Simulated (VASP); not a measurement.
# Ti4H2O9 in VASP: single point with PBE+D3(BJ)

Aim: the single point of Ti4H2O9 with PBE+D3(BJ).

Everything below comes from runs of VASP 6.6.1. Logs are shortened: lines on timing, memory, paths and dates and some standing lists are left out, and cuts for length are marked.

## Step 1: The cell of the first run

The cell holds a slab with vacuum, 30 atoms: a = 5.909 Å, b = 6.517 Å, c = 26.038 Å, α = 90.00°, β = 90.00°, γ = 90.00°.

## Step 2: Single point, PBE+D3(BJ)

INCAR

```
  PREC = Accurate
  ENCUT = 520
  EDIFF = 1E-6
  ISMEAR = 0
  SIGMA = 0.05
  LREAL = Auto
  LASPH = True
  NELM = 60
  ALGO = Normal
  ISIF = 2
  LWAVE = False
  LCHARG = False
  LDIPOL = True
  IDIPOL = 3
  DIPOL = 0.5 0.5 0.449
  GGA = PE
  IVDW = 12
  NBANDS = 125
```

KPOINTS

```
regular mesh
0
Gamma
  3 3 1
```

POSCAR

```
Ti4H2O9
1.0
    5.9085268334      0.0000000000      0.0000000000
    0.0000000000      6.5169368715      0.0000000000
    0.0000000000      0.0000000000     26.0383098201
O Ti H
18 8 4
Direct
    0.0000000000      0.0000000000      0.3072396041
    0.5000000000      0.0000000000      0.3072396041
    0.2500000000      0.3043792196      0.3562000891
    0.7500000000      0.3043792196      0.3562000891
    0.2500000000      0.6956207804      0.3562000891
    0.7500000000      0.6956207804      0.3562000891
    0.0000000000      0.0000000000      0.4051605740
    0.5000000000      0.0000000000      0.4051605740
    0.0000000000      0.5000000000      0.4323809231
    0.5000000000      0.5000000000      0.4323809231
    0.2497119379      0.8090652333      0.4802669644
    0.7493113663      0.8088876655      0.4802022165
    0.2507638556      0.1930182984      0.4878587841
    0.7509275803      0.1929885140      0.4878511802
    0.0004952136      0.5209539669      0.5302845494
    0.4999305813      0.5212276243      0.5301866501
    0.0029847860     -0.0782332442      0.5631658906
    0.5046769688     -0.0762497864      0.5634807265
    0.0000000000      0.5000000000      0.3562000891
    0.5000000000      0.5000000000      0.3562000891
    0.2500000000      0.0000000000      0.3562000891
    0.7500000000      0.0000000000      0.3562000891
    0.0036757811     -0.0013633536      0.4766021051
    0.5037087894     -0.0012028437      0.4765419593
    0.2509082667      0.4985959818      0.4863290793
    0.7506407283      0.4983553178      0.4866064937
    0.8534861966     -0.0409686705      0.5765246197
    0.3571262214     -0.0358365720      0.5773463349
    0.9975590195      0.7692273000      0.5588058251
    0.4963205798      0.7713979715      0.5593962275
```

Potentials or basis: VASP PAW PBE potentials, release 64 (O, Ti_sv, H).

Command:

```bash
> cat potpaw_PBE.64/O/POTCAR potpaw_PBE.64/Ti_sv/POTCAR potpaw_PBE.64/H/POTCAR > POTCAR
> mpirun -np 1 vasp_std > vasp.out
```

OUTCAR:

```text
PREC = Accurate
   ENCUT = 520
   EDIFF = 1E-6
   ISMEAR = 0
   LREAL = Auto
   LASPH = True
   NELM = 60
   ISIF = 2
   GGA = PE
   IVDW = 12
 IVDW          = 12

 ion  position               nearest neighbor table
   1  0.000  0.000  0.307-  21 1.95  22 1.95
   2  0.500  0.000  0.307-  21 1.95  22 1.95
   3  0.250  0.304  0.356-  19 1.95  20 1.95  21 1.98
   4  0.750  0.304  0.356-  19 1.95  20 1.95  22 1.98
   5  0.250  0.696  0.356-  19 1.95  20 1.95  21 1.98
   6  0.750  0.696  0.356-  19 1.95  20 1.95  22 1.98
   7  0.000  0.000  0.405-  23 1.86  22 1.95  21 1.95
   8  0.500  0.000  0.405-  24 1.86  22 1.95  21 1.95
   9  0.000  0.500  0.432-  19 1.98  26 2.04  25 2.04
  10  0.500  0.500  0.432-  20 1.98  25 2.03  26 2.05
  11  0.250  0.809  0.480-  23 1.91  24 1.95  25 2.03
  12  0.749  0.809  0.480-  24 1.91  23 1.95  26 2.03
  13  0.251  0.193  0.488-  23 1.95  24 1.98  25 1.99
  14  0.751  0.193  0.488-  24 1.95  23 1.98  26 1.99
  15  0.000  0.521  0.530-  26 1.87  25 1.88
  16  0.500  0.521  0.530-  25 1.87  26 1.87
  17  0.003  0.922  0.563-  27 0.98  29 1.00  23 2.31
  18  0.505  0.924  0.563-  28 0.98  30 1.00  24 2.32
  19  0.000  0.500  0.356-   3 1.95   4 1.95   5 1.95   6 1.95   9 1.98
  20  0.500  0.500  0.356-   3 1.95   4 1.95   5 1.95   6 1.95  10 1.98
  21  0.250  0.000  0.356-   7 1.95   8 1.95   1 1.95   2 1.95   3 1.98   5 1.98
  22  0.750  0.000  0.356-   7 1.95   8 1.95   1 1.95   2 1.95   4 1.98   6 1.98
  23  0.004  0.999  0.477-   7 1.86  11 1.91  12 1.95  13 1.95  14 1.98  17 2.31
  24  0.504  0.999  0.477-   8 1.86  12 1.91  11 1.95  14 1.95  13 1.98  18 2.32
  25  0.251  0.499  0.486-  16 1.87  15 1.88  13 1.99  11 2.03  10 2.03   9 2.04
  26  0.751  0.498  0.487-  15 1.87  16 1.87  14 1.99  12 2.03   9 2.04  10 2.05
  27  0.853  0.959  0.577-  17 0.98
  28  0.357  0.964  0.577-  18 0.98
  29  0.998  0.769  0.559-  17 1.00
  30  0.496  0.771  0.559-  18 1.00

  LATTYP: Found a simple orthorhombic cell.
 ALAT       =     5.9085268334
 B/A-ratio  =     1.1029715283
 C/A-ratio  =     4.4069038788

  Lattice vectors:

 A1 = (   5.9085268334,   0.0000000000,   0.0000000000)
 A2 = (   0.0000000000,   6.5169368715,   0.0000000000)
 A3 = (   0.0000000000,   0.0000000000,  26.0383098201)

Analysis of symmetry for initial positions (statically):
=====================================================================
 Subroutine PRICEL returns:
 Original cell was already a primitive cell.

 Routine SETGRP: Setting up the symmetry group for a
 simple orthorhombic supercell.

 Subroutine GETGRP returns: Found  1 space group operations
 (whereof  1 operations were pure point group operations)
 out of a pool of  8 trial point group operations.

The static configuration has the point symmetry C_1 .

Analysis of symmetry for dynamics (positions and initial velocities):
=====================================================================
 Subroutine PRICEL returns:
 Original cell was already a primitive cell.

 Routine SETGRP: Setting up the symmetry group for a
 simple orthorhombic supercell.

 Subroutine GETGRP returns: Found  1 space group operations
 (whereof  1 operations were pure point group operations)
 out of a pool of  8 trial point group operations.

The dynamic configuration has the point symmetry C_1 .

 Subroutine INISYM returns: Found  1 space group operations
 (whereof  1 operations are pure point group operations),
 and found     1 'primitive' translations

----------------------------------------------------------------------------------------

                                     Primitive cell

  volume of cell :    1002.6180

  direct lattice vectors                    reciprocal lattice vectors
     5.908526833  0.000000000  0.000000000     0.169246925  0.000000000  0.000000000
     0.000000000  6.516936871  0.000000000     0.000000000  0.153446323  0.000000000
     0.000000000  0.000000000 26.038309820     0.000000000  0.000000000  0.038404951

  length of vectors
     5.908526833  6.516936871 26.038309820     0.169246925  0.153446323  0.038404951

  position of ions in fractional coordinates (direct lattice)
     0.000000000  0.000000000  0.307239604
     0.500000000  0.000000000  0.307239604
     0.250000000  0.304379220  0.356200089
     0.750000000  0.304379220  0.356200089
     0.250000000  0.695620780  0.356200089
     0.750000000  0.695620780  0.356200089
[... 22 lines left out ...]
     0.997559020  0.769227300  0.558805825
     0.496320580  0.771397972  0.559396228

  ion indices of the primitive-cell ions
   primitive index   ion index
                 1           1
                 2           2
                 3           3
                 4           4
                 5           5
                 6           6
[... 22 lines left out ...]
                29          29
                30          30

----------------------------------------------------------------------------------------

 KPOINTS: regular mesh

Automatic generation of k-mesh.
 Grid dimensions read from file:
 generate k-points for:    3    3    1

 Generating k-lattice:

  Cartesian coordinates                     Fractional coordinates (reciprocal lattice)
     0.056415642  0.000000000  0.000000000     0.333333333  0.000000000  0.000000000
     0.000000000  0.051148774  0.000000000     0.000000000  0.333333333  0.000000000
     0.000000000  0.000000000  0.038404951     0.000000000  0.000000000  1.000000000

  Length of vectors
     0.056415642  0.051148774  0.038404951

  Shift w.r.t. Gamma in fractional coordinates (k-lattice)
     0.000000000  0.000000000  0.000000000

 Subroutine IBZKPT returns following result:
 ===========================================

 Found      5 irreducible k-points:

 Following reciprocal coordinates:
            Coordinates               Weight
  0.000000  0.000000  0.000000      1.000000
  0.333333  0.000000  0.000000      2.000000
  0.000000  0.333333  0.000000      2.000000
  0.333333  0.333333  0.000000      2.000000
  0.333333 -0.333333  0.000000      2.000000
   k-points           NKPTS =      5   k-points in BZ     NKDIM =      5   number of bands    NBANDS=    125
   number of dos      NEDOS =    301   number of ions     NIONS =     30
   total plane-waves  NPLWV = 451584
   dimension x,y,z NGX =    48 NGY =   48 NGZ =  196
   dimension x,y,z NGXF=    96 NGYF=   96 NGZF=  392
   ions per type =              18   8   4
   NGX,Y,Z   is equivalent  to a cutoff of  13.51, 12.24, 12.51 a.u.
   NGXF,Y,Z  is equivalent  to a cutoff of  27.01, 24.49, 25.03 a.u.
 SYSTEM =  unknown system
   PREC   = accura    normal or accurate (medium, high low for compatibility)
   ISTART =      0    job   : 0-new  1-cont  2-samecut
   ICHARG =      2    charge: 1-file 2-atom 10-const
   ISPIN  =      1    spin polarized calculation?
   LNONCOLLINEAR =      F non collinear calculations
   LSORBIT =      F    spin-orbit coupling
   LASPH  =      T    aspherical Exc in radial PAW
   ENCUT  =  520.0 eV  38.22 Ry    6.18 a.u.  10.99 12.12 48.41*2*pi/ulx,y,z
   NELM   =     60;   NELMIN=  2; NELMDL= -5     # of ELM steps
   EDIFF  = 0.1E-05   stopping-criterion for ELM
   LREAL  =      T    real-space projection
   EDIFFG = 0.1E-04   stopping-criterion for IOM
   NSW    =      0    number of steps for IOM
   IBRION =     -1    ionic relax: 0-MD 1-quasi-New 2-CG
   NFREE  =      0    steps in history (QN), initial steepest desc. (CG)
   ISIF   =      2    stress and relaxation
   ISYM   =      2    0-nonsym 1-usesym 2-fastsym
   POTIM  = 0.5000    time-step for ionic-motion
   TEBEG  =    0.0;   TEEND  =   0.0 temperature during run
   PSTRESS=    0.0 pullay stress
   NELECT =     208.0000    total number of electrons
   NUPDOWN=      -1.0000    fix difference up-down
   EMIN   =  10.00;   EMAX   =-10.00  energy-range for DOS
   EFERMI =   0.00;   METHOD = LEGACY
   ISMEAR =     0;   SIGMA  =   0.05  broadening in eV -4-tet -1-fermi 0-gaus
   EFERMI_NEDOS =   21; number of points for ismear=-14 and -15
   IALGO  =     38    algorithm
   IMIX   =      4    mixing-type and parameters
     AMIX     =   0.40;   BMIX     =  1.00
     AMIX_MAG =   1.60;   BMIX_MAG =  1.00
  volume/ion in A,a.u.               =      33.42       225.53
  Fermi-wavevector in a.u.,A,eV,Ry     =   0.969135  1.831399 12.778890  0.939222
  Thomas-Fermi vector in A             =   2.099162
   LORBIT       =      0    0 simple, 1 ext, 2 COOP (PROOUT), +10 PAW based schemes
   GGA     = PE    functional components
   LHFCALC =     F    Hartree Fock is set to
   AEXX    =    0.0000 exact exchange contribution
   IVDW    =    12    specifies the selected vdW correction
   LEPSILON=     F    determine dielectric tensor
   LRPA    =     F    only Hartree local field effects (RPA)
 non-spin polarized calculation
 Gauss-broadening in eV      SIGMA  =   0.05
  energy-cutoff  :      520.00
  volume of cell :     1002.62
 maximum number of plane-waves:     27049
 NGX is ok and might be reduce to    48
   NGX = 21   NGY = 25   NGZ = 97

 dipolmoment           0.000000      0.000000      0.041413 electrons x Angstroem

 number of electron     207.9999973 magnetization

 dipolmoment           0.000000      0.000000     -0.234130 electrons x Angstroem

 Free energy of the ion-electron system (eV)
  ---------------------------------------------------
  ext. energy  EPLUGINS =         0.00000000
  ---------------------------------------------------
  free energy    TOTEN  =      -240.64363834 eV

  energy without entropy =     -240.64363834  energy(sigma->0) =     -240.64363834

 E-fermi :  -3.0772     XC(G=0):  -3.6864

 val. band max:       -3.3995848792   @ k =   0.0000   0.0000   0.0000
 cond. band min:      -1.8228171969   @ k =   0.0000   0.0000   0.0000
 fundamental gap:      1.5767676823
 Fermi energy:        -3.0771552197

 k-point     1 :       0.0000    0.0000    0.0000
  band No.  band energies     occupation
      1     -60.8426      2.00000
      2     -60.8022      2.00000
      3     -60.3912      2.00000
      4     -60.3500      2.00000
      5     -60.0588      2.00000
      6     -60.0171      2.00000
[... 108 lines left out ...]
    115      -0.5558      0.00000
    116      -0.5471      0.00000

 k-point     2 :       0.3333    0.0000    0.0000
  band No.  band energies     occupation
      1     -60.8326      2.00000
      2     -60.8123      2.00000
      3     -60.3810      2.00000
      4     -60.3603      2.00000
      5     -60.0485      2.00000
      6     -60.0275      2.00000
[... 108 lines left out ...]
    115      -0.5257      0.00000
    116      -0.4205      0.00000

 k-point     3 :       0.0000    0.3333    0.0000
  band No.  band energies     occupation
      1     -60.8426      2.00000
      2     -60.8022      2.00000
      3     -60.3911      2.00000
      4     -60.3500      2.00000
      5     -60.0589      2.00000
      6     -60.0171      2.00000
[... 108 lines left out ...]
    115      -0.5000      0.00000
    116      -0.3304      0.00000

 k-point     4 :       0.3333    0.3333    0.0000
  band No.  band energies     occupation
      1     -60.8326      2.00000
      2     -60.8123      2.00000
      3     -60.3809      2.00000
      4     -60.3603      2.00000
      5     -60.0485      2.00000
      6     -60.0275      2.00000
[... 108 lines left out ...]
    115      -0.4409      0.00000
    116      -0.3912      0.00000

 k-point     5 :       0.3333   -0.3333    0.0000
  band No.  band energies     occupation
      1     -60.8326      2.00000
      2     -60.8123      2.00000
      3     -60.3809      2.00000
      4     -60.3603      2.00000
      5     -60.0485      2.00000
      6     -60.0275      2.00000
[... 108 lines left out ...]
    115      -0.4404      0.00000
    116      -0.3992      0.00000
 [bands above 116 left out]

------------------------ aborting loop because EDIFF is reached ----------------------------------------

 vacuum level on the upper side and lower side of the slab       (xc-potential included)        -0.696         0.393

 Edisp (eV)   -4.55344

 E8    (eV) :    -1.8255

  FORCE on cell =-STRESS in cart. coord.  units (eV):
  Direction    XX          YY          ZZ          XY          YZ          ZX
  --------------------------------------------------------------------------------------
  -------------------------------------------------------------------------------------
  Total      -5.99087     3.83200    -7.19989     0.06843    -0.22811    -0.09895
  in kB      -9.57338     6.12351   -11.50539     0.10935    -0.36452    -0.15813
  external pressure =       -4.99 kB  Pullay stress =        0.00 kB

 VOLUME and BASIS-vectors are now :
 -----------------------------------------------------------------------------
  energy-cutoff  :      520.00
  volume of cell :     1002.62
      direct lattice vectors                 reciprocal lattice vectors
     5.908526833  0.000000000  0.000000000     0.169246925  0.000000000  0.000000000
     0.000000000  6.516936871  0.000000000     0.000000000  0.153446323  0.000000000
     0.000000000  0.000000000 26.038309820     0.000000000  0.000000000  0.038404951

 POSITION                                       TOTAL-FORCE (eV/Angst)
 -----------------------------------------------------------------------------------
      0.00000      0.00000      8.00000         0.000800      0.007130      2.175218
      2.95426      0.00000      8.00000         0.000745      0.006622      2.176012
      1.47713      1.98362      9.27485        -0.000076      1.308762     -0.867444
      4.43140      1.98362      9.27485        -0.003869      1.309723     -0.866984
      1.47713      4.53332      9.27485         0.001217     -1.319255     -0.875952
      4.43140      4.53332      9.27485        -0.002889     -1.320254     -0.876589
[... 22 lines left out ...]
      5.89410      5.01301     14.55036         0.030710     -0.107950     -0.014999
      2.93252      5.02715     14.56573         0.021538     -0.114088     -0.023261
 -----------------------------------------------------------------------------------
    total drift:                                0.001279      0.016759      0.009459

  FREE ENERGIE OF THE ION-ELECTRON SYSTEM (eV)
  ---------------------------------------------------
  free  energy   TOTEN  =      -245.1970826593 eV

  energy  without entropy=     -245.1970826593  energy(sigma->0) =     -245.19708266

 vacuum level on the upper side and lower side of the slab         2.419         3.528
```

Run time: 28 min. Hardware: 1 thread of Intel Xeon Platinum 8259CL at 2.50GHz (Skylake/Cascade Lake), shared host; peak memory 1.1 GiB.

Results:

```yaml
Free_energy: -245.1971 eV
Largest_force: 4.525 eV/Å
Band_gap_on_the_k_mesh: 1.58 eV
Dispersion_energy_per_atom: -0.152 eV
```

Forces on the atoms (eV/Å):
```
O    0.001  0.007  2.175
O    0.001  0.007  2.176
O    0.000  1.309 -0.867
O   -0.004  1.310 -0.867
O    0.001 -1.319 -0.876
O   -0.003 -1.320 -0.877
O    0.004  0.216  1.698
O    0.003  0.224  1.690
O   -0.007 -0.208 -1.655
O   -0.002 -0.216 -1.657
O    0.010 -0.044  0.011
O    0.008 -0.042  0.013
O    0.008  0.019  0.007
O    0.003  0.024  0.011
O   -0.020  0.034  0.060
O    0.015  0.032  0.113
O    0.079  0.061  0.005
O    0.060  0.054  0.000
Ti  -0.002  0.020  3.931
Ti   0.004  0.020  3.921
Ti  -0.005 -0.026 -4.524
Ti   0.010 -0.027 -4.524
Ti  -0.008  0.031  0.034
Ti  -0.011  0.024  0.023
Ti  -0.036 -0.033 -0.003
Ti   0.026 -0.011 -0.023
H   -0.099  0.052  0.030
H   -0.088  0.026  0.013
H    0.031 -0.108 -0.015
H    0.022 -0.114 -0.023
```

Levels at points of the mesh, in eV from the valence-band top:
```tsv
k point	band 102	band 103	band 104	band 105	band 106	band 107
(0.00, 0.00, 0.00)	-0.47	-0.11	0.00	1.58	1.75	1.96
```
